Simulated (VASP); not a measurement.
# CsBr (Pm-3m) in VASP: further runs

CsBr is run at these levels: r2SCAN; tasks: single point, relaxation of cell and atoms.

All numbers are computed with VASP 6.6.1; they aren't measurements. Logs are shortened: lines on timing, memory, paths and dates and some standing lists are left out, and cuts for length are marked.

**1. The cell of the first run**

It takes space group Pm-3m (No. 221, cubic). The conventional cell has a = 3.634 Å, b = 3.634 Å, c = 3.634 Å, α = 90.00°, β = 90.00°, γ = 90.00°. Cs (site symmetry m-3m) has 8 Br at 3.15 Å and 6 Cs at 3.63 Å within 4.1 Å. Br (site symmetry m-3m) has 8 Cs at 3.15 Å and 6 Br at 3.63 Å within 4.1 Å.

**2. Single point, r2SCAN**

POSCAR reads:

```
CsBr
1.0
    3.6339506294      0.0000000000      0.0000000000
    0.0000000000      3.6339506294      0.0000000000
    0.0000000000      0.0000000000      3.6339506294
Cs Br
1 1
Direct
    0.0000000000      0.0000000000      0.0000000000
    0.5000000000      0.5000000000      0.5000000000
```

INCAR.step1 reads:

```
SYSTEM = CsBr
  ALGO = Normal
  EDIFF = 1E-5
  ENCUT = 550
  GGA = PE
  GGA_COMPAT = .False.
  ISMEAR = 0
  LASPH = .True.
  LCHARG = .False.
  LREAL = .False.
  LWAVE = .True.
  NBANDS = 15
  NELM = 120
  PREC = Accurate
  SIGMA = 0.01
```

INCAR.step2 reads:

```
SYSTEM = CsBr
  ALGO = Normal
  EDIFF = 1E-6
  ENCUT = 550
  GGA_COMPAT = .False.
  ISIF = 2
  ISMEAR = 0
  ISTART = 1
  LASPH = .True.
  LCHARG = .False.
  LMIXTAU = .True.
  LREAL = .False.
  LWAVE = .False.
  METAGGA = R2SCAN
  NBANDS = 15
  NELM = 120
  PREC = Accurate
  SIGMA = 0.01
```

KPOINTS reads:

```
k-points
0
Gamma
  6 6 6
  0 0 0
```

Potentials or basis: VASP PAW PBE potentials, release 64 (Cs_sv, Br).

Launch:

```bash
cat potpaw_PBE.64/Cs_sv/POTCAR potpaw_PBE.64/Br/POTCAR > POTCAR
cp INCAR.step1 INCAR
mpirun -np 1 vasp_std > vasp.out
cp INCAR.step2 INCAR
mpirun -np 1 vasp_std > vasp.out
```

OUTCAR:

```text
SYSTEM = CsBr
   EDIFF = 1E-6
   ENCUT = 550
   ISIF = 2
   ISMEAR = 0
   ISTART = 1
   LASPH = .True.
   LREAL = .False.
   METAGGA = R2SCAN
   NELM = 120
   PREC = Accurate

 ion  position               nearest neighbor table
   1  0.000  0.000  0.000-
   2  0.500  0.500  0.500-

  LATTYP: Found a simple cubic cell.
 ALAT       =     3.6339506294

  Lattice vectors:

 A1 = (   3.6339506294,   0.0000000000,   0.0000000000)
 A2 = (   0.0000000000,   3.6339506294,   0.0000000000)
 A3 = (   0.0000000000,   0.0000000000,   3.6339506294)

Analysis of symmetry for initial positions (statically):
=====================================================================
 Subroutine PRICEL returns:
 Original cell was already a primitive cell.

 Routine SETGRP: Setting up the symmetry group for a
 simple cubic supercell.

 Subroutine GETGRP returns: Found 48 space group operations
 (whereof 48 operations were pure point group operations)
 out of a pool of 48 trial point group operations.

The static configuration has the point symmetry O_h .

Analysis of symmetry for dynamics (positions and initial velocities):
=====================================================================
 Subroutine PRICEL returns:
 Original cell was already a primitive cell.

 Routine SETGRP: Setting up the symmetry group for a
 simple cubic supercell.

 Subroutine GETGRP returns: Found 48 space group operations
 (whereof 48 operations were pure point group operations)
 out of a pool of 48 trial point group operations.

The dynamic configuration has the point symmetry O_h .

 Subroutine INISYM returns: Found 48 space group operations
 (whereof 48 operations are pure point group operations),
 and found     1 'primitive' translations

----------------------------------------------------------------------------------------

                                     Primitive cell

  volume of cell :      47.9885

  direct lattice vectors                    reciprocal lattice vectors
     3.633950629  0.000000000  0.000000000     0.275182605  0.000000000  0.000000000
     0.000000000  3.633950629  0.000000000     0.000000000  0.275182605  0.000000000
     0.000000000  0.000000000  3.633950629     0.000000000  0.000000000  0.275182605

  length of vectors
     3.633950629  3.633950629  3.633950629     0.275182605  0.275182605  0.275182605

  position of ions in fractional coordinates (direct lattice)
     0.000000000  0.000000000  0.000000000
     0.500000000  0.500000000  0.500000000

  ion indices of the primitive-cell ions
   primitive index   ion index
                 1           1
                 2           2

----------------------------------------------------------------------------------------

 KPOINTS: k-points

Automatic generation of k-mesh.
 Grid dimensions read from file:
 generate k-points for:    6    6    6

 Generating k-lattice:

  Cartesian coordinates                     Fractional coordinates (reciprocal lattice)
     0.045863767  0.000000000  0.000000000     0.166666667  0.000000000  0.000000000
     0.000000000  0.045863767  0.000000000     0.000000000  0.166666667  0.000000000
     0.000000000  0.000000000  0.045863767     0.000000000  0.000000000  0.166666667

  Length of vectors
     0.045863767  0.045863767  0.045863767

  Shift w.r.t. Gamma in fractional coordinates (k-lattice)
     0.000000000  0.000000000  0.000000000

 Subroutine IBZKPT returns following result:
 ===========================================

 Found     20 irreducible k-points:

 Following reciprocal coordinates:
            Coordinates               Weight
  0.000000  0.000000  0.000000      1.000000
  0.166667  0.000000  0.000000      6.000000
  0.333333  0.000000  0.000000      6.000000
  0.500000  0.000000  0.000000      3.000000
  0.166667  0.166667  0.000000     12.000000
  0.333333  0.166667  0.000000     24.000000
[... 12 lines left out ...]
  0.500000  0.500000  0.333333      6.000000
  0.500000  0.500000  0.500000      1.000000
   k-points           NKPTS =     20   k-points in BZ     NKDIM =     20   number of bands    NBANDS=     15
   number of dos      NEDOS =    301   number of ions     NIONS =      2
   total plane-waves  NPLWV =  21952
   dimension x,y,z NGX =    28 NGY =   28 NGZ =   28
   dimension x,y,z NGXF=    56 NGYF=   56 NGZF=   56
   ions per type =               1   1
   NGX,Y,Z   is equivalent  to a cutoff of  12.81, 12.81, 12.81 a.u.
   NGXF,Y,Z  is equivalent  to a cutoff of  25.62, 25.62, 25.62 a.u.
 SYSTEM =  CsBr
   PREC   = accura    normal or accurate (medium, high low for compatibility)
   ISTART =      1    job   : 0-new  1-cont  2-samecut
   ICHARG =      0    charge: 1-file 2-atom 10-const
   ISPIN  =      1    spin polarized calculation?
   LNONCOLLINEAR =      F non collinear calculations
   LSORBIT =      F    spin-orbit coupling
   LASPH  =      T    aspherical Exc in radial PAW
   ENCUT  =  550.0 eV  40.42 Ry    6.36 a.u.   6.95  6.95  6.95*2*pi/ulx,y,z
   NELM   =    120;   NELMIN=  2; NELMDL=  0     # of ELM steps
   EDIFF  = 0.1E-05   stopping-criterion for ELM
   LREAL  =      F    real-space projection
   EDIFFG = 0.1E-04   stopping-criterion for IOM
   NSW    =      0    number of steps for IOM
   IBRION =     -1    ionic relax: 0-MD 1-quasi-New 2-CG
   NFREE  =      0    steps in history (QN), initial steepest desc. (CG)
   ISIF   =      2    stress and relaxation
   ISYM   =      2    0-nonsym 1-usesym 2-fastsym
   POTIM  = 0.5000    time-step for ionic-motion
   TEBEG  =    0.0;   TEEND  =   0.0 temperature during run
   PSTRESS=    0.0 pullay stress
   NELECT =      16.0000    total number of electrons
   NUPDOWN=      -1.0000    fix difference up-down
   EMIN   =  10.00;   EMAX   =-10.00  energy-range for DOS
   EFERMI =   0.00;   METHOD = LEGACY
   ISMEAR =     0;   SIGMA  =   0.01  broadening in eV -4-tet -1-fermi 0-gaus
   EFERMI_NEDOS =   21; number of points for ismear=-14 and -15
   IALGO  =     38    algorithm
   IMIX   =      4    mixing-type and parameters
     AMIX     =   0.40;   BMIX     =  1.00
     AMIX_MAG =   1.60;   BMIX_MAG =  1.00
  volume/ion in A,a.u.               =      23.99       161.92
  Fermi-wavevector in a.u.,A,eV,Ry     =   1.135192  2.145201 17.533281  1.288660
  Thomas-Fermi vector in A             =   2.271896
   LORBIT       =      0    0 simple, 1 ext, 2 COOP (PROOUT), +10 PAW based schemes
   METAGGA = R2SCAN    functional components
   LHFCALC =     F    Hartree Fock is set to
   AEXX    =    0.0000 exact exchange contribution
   IVDW    =     0    specifies the selected vdW correction
   LEPSILON=     F    determine dielectric tensor
   LRPA    =     F    only Hartree local field effects (RPA)
 non-spin polarized calculation
 Gauss-broadening in eV      SIGMA  =   0.01
  energy-cutoff  :      550.00
  volume of cell :       47.99
 maximum number of plane-waves:      1422
 NGX is ok and might be reduce to    28
   NGX = 13   NGY = 13   NGZ = 13

 number of electron      16.0000001 magnetization

 Free energy of the ion-electron system (eV)
  ---------------------------------------------------
  ext. energy  EPLUGINS =         0.00000000
  ---------------------------------------------------
  free energy    TOTEN  =       -40.43794595 eV

  energy without entropy =      -40.43794595  energy(sigma->0) =      -40.43794595

 E-fermi :   3.4128     XC(G=0): -10.9775

 val. band max:        3.3436910891   @ k =   0.0000   0.0000   0.0000
 cond. band min:       7.1250789649   @ k =   0.0000   0.0000   0.0000
 fundamental gap:      3.7813878757
 Fermi energy:         3.4127536936

 k-point     1 :       0.0000    0.0000    0.0000
  band No.  band energies     occupation
      1     -17.6315      2.00000
      2     -10.6684      2.00000
      3      -3.3314      2.00000
      4      -3.3314      2.00000
      5      -3.3314      2.00000
      6       3.3437      2.00000
      7       3.3437      2.00000
      8       3.3437      2.00000
      9       7.1251      0.00000
     10       7.1251      0.00000
     11      11.6645      0.00000
     12      14.0564      0.00000
     13      14.0564      0.00000
     14      14.0564      0.00000
     15      17.5183      0.00000

 k-point     2 :       0.1667    0.0000    0.0000
  band No.  band energies     occupation
      1     -17.5222      2.00000
      2     -10.8330      2.00000
      3      -3.5264      2.00000
      4      -3.1898      2.00000
      5      -3.1898      2.00000
      6       2.4586      2.00000
      7       3.0443      2.00000
      8       3.0443      2.00000
      9       7.4123      0.00000
     10       8.4055      0.00000
     11      12.6978      0.00000
     12      13.9328      0.00000
     13      13.9328      0.00000
     14      14.3247      0.00000
     15      15.2147      0.00000

 k-point     3 :       0.3333    0.0000    0.0000
  band No.  band energies     occupation
      1     -17.2827      2.00000
      2     -11.2115      2.00000
      3      -3.6952      2.00000
      4      -2.8665      2.00000
      5      -2.8665      2.00000
      6       1.0054      2.00000
      7       2.4078      2.00000
      8       2.4078      2.00000
      9       8.2180      0.00000
     10      11.3762      0.00000
     11      12.6482      0.00000
     12      14.1654      0.00000
     13      14.1654      0.00000
     14      14.3919      0.00000
     15      15.0612      0.00000
[... 271 lines left out ...]
 k-point    19 :       0.5000    0.5000    0.3333
  band No.  band energies     occupation
      1     -16.6380      2.00000
      2     -10.4834      2.00000
      3      -4.7341      2.00000
      4      -4.7341      2.00000
      5      -3.9792      2.00000
      6       0.3809      2.00000
      7       0.5095      2.00000
      8       0.5095      2.00000
      9      13.4160      0.00000
     10      13.4160      0.00000
     11      13.5036      0.00000
     12      13.5244      0.00000
     13      17.8261      0.00000
     14      17.8261      0.00000
     15      18.4377      0.00000

 k-point    20 :       0.5000    0.5000    0.5000
  band No.  band energies     occupation
      1     -16.5673      2.00000
      2     -10.3839      2.00000
      3      -4.4152      2.00000
      4      -4.4152      2.00000
      5      -4.4152      2.00000
      6      -0.1686      2.00000
      7      -0.1686      2.00000
      8      -0.1686      2.00000
      9      14.9772      0.00000
     10      14.9772      0.00000
     11      14.9772      0.00000
     12      16.1976      0.00000
     13      16.1976      0.00000
     14      16.1976      0.00000
     15      18.5596      0.00000

------------------------ aborting loop because EDIFF is reached ----------------------------------------

  FORCE on cell =-STRESS in cart. coord.  units (eV):
  Direction    XX          YY          ZZ          XY          YZ          ZX
  --------------------------------------------------------------------------------------
  -------------------------------------------------------------------------------------
  Total        9.1907773      9.1907773      9.1907773      0.0000000      0.0000000      0.0000000
  in kB      306.8497390    306.8497390    306.8497390      0.0000000      0.0000000      0.0000000
  external PRESSURE =     306.8497390 kB  Pullay stress =       0.0000000 kB

 VOLUME and BASIS-vectors are now :
 -----------------------------------------------------------------------------
  energy-cutoff  :      550.00
  volume of cell :       47.99
      direct lattice vectors                 reciprocal lattice vectors
     3.633950629  0.000000000  0.000000000     0.275182605  0.000000000  0.000000000
     0.000000000  3.633950629  0.000000000     0.000000000  0.275182605  0.000000000
     0.000000000  0.000000000  3.633950629     0.000000000  0.000000000  0.275182605

 POSITION                                       TOTAL-FORCE (eV/Angst)
 -----------------------------------------------------------------------------------
      0.00000      0.00000      0.00000         0.000000      0.000000      0.000000
      1.81698      1.81698      1.81698         0.000000      0.000000      0.000000
 -----------------------------------------------------------------------------------
    total drift:                                0.000000      0.000000      0.000000

  FREE ENERGIE OF THE ION-ELECTRON SYSTEM (eV)
  ---------------------------------------------------
  free  energy   TOTEN  =       -40.4379459490 eV

  energy  without entropy=      -40.4379459490  energy(sigma->0) =      -40.43794595
```

Wall time 25 s (1 thread of Intel Xeon 6975P-C (Granite Rapids), shared host); peak memory 0.16 GiB.

Results:

```yaml
Free_energy: -40.4379 eV
Pressure: 30.7 GPa
Band_gap_on_the_k_mesh: 3.78 eV
```

Levels at points of the mesh, in eV from the valence-band top:
```csv
k point,band 6,band 7,band 8,band 9,band 10,band 11
"(0.00, 0.00, 0.00)",0.00,0.00,0.00,3.78,3.78,8.32
"(0.50, 0.00, 0.00)",-3.01,-1.28,-1.28,5.62,7.96,10.30
"(0.50, 0.50, 0.00)",-0.75,-0.75,-0.70,5.54,5.97,7.44
"(0.50, 0.50, 0.50)",-3.51,-3.51,-3.51,11.63,11.63,11.63
```

Caveat: the cell stands under pressure; the PAW data sets were made with another functional, which shifts forces and pressure a little; spin-orbit coupling is left out, which moves the levels of the heavy elements.

(Part 1 of 2 ends here.)
